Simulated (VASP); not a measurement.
Here is a VASP 6.6.1 calculation.

Contents of INCAR:

```
  PREC = Accurate
  ENCUT = 520
  EDIFF = 1E-6
  ISMEAR = 0
  SIGMA = 0.15
  LREAL = F
  LASPH = T
  NELM = 100
  ALGO = Normal
  ISIF = 2
  LWAVE = F
  LCHARG = F
  NBANDS = 14
```

The input KPOINTS:

```
Automatic mesh
0
Gamma
  18 18 18
```

Contents of POSCAR:

```
HfN
1.0
    0.0000000000      2.3098275000      2.3098275000
    2.2590000000      0.0508275000      2.2590000000
    2.2590000000      2.2590000000      0.0508275000
Hf N
1 1
Direct
    0.0000000000      0.0000000000      0.0000000000
    0.5000000000      0.5000000000      0.5000000000
```

Potentials or basis: VASP PAW LDA potentials, release 64 (Hf_pv, N).

Command:

```sh
$ cat potpaw_LDA.64/Hf_pv/POTCAR potpaw_LDA.64/N/POTCAR > POTCAR
$ mpirun -np 1 vasp_std > vasp.out
```

(1) Predict the band gap on the k mesh.

(2) Predict the pressure.

## Answers

(1) zero (an odd number of electrons rules out a gap without spin polarisation).

(2) -10.4 GPa.

Caveat: the cell differs from its parent crystal (strain +0.0450 x Voigt [0, 0, 0, 1, 0, 0]); the cell stands under tension; spin-orbit coupling is left out, which moves the levels of the heavy elements.
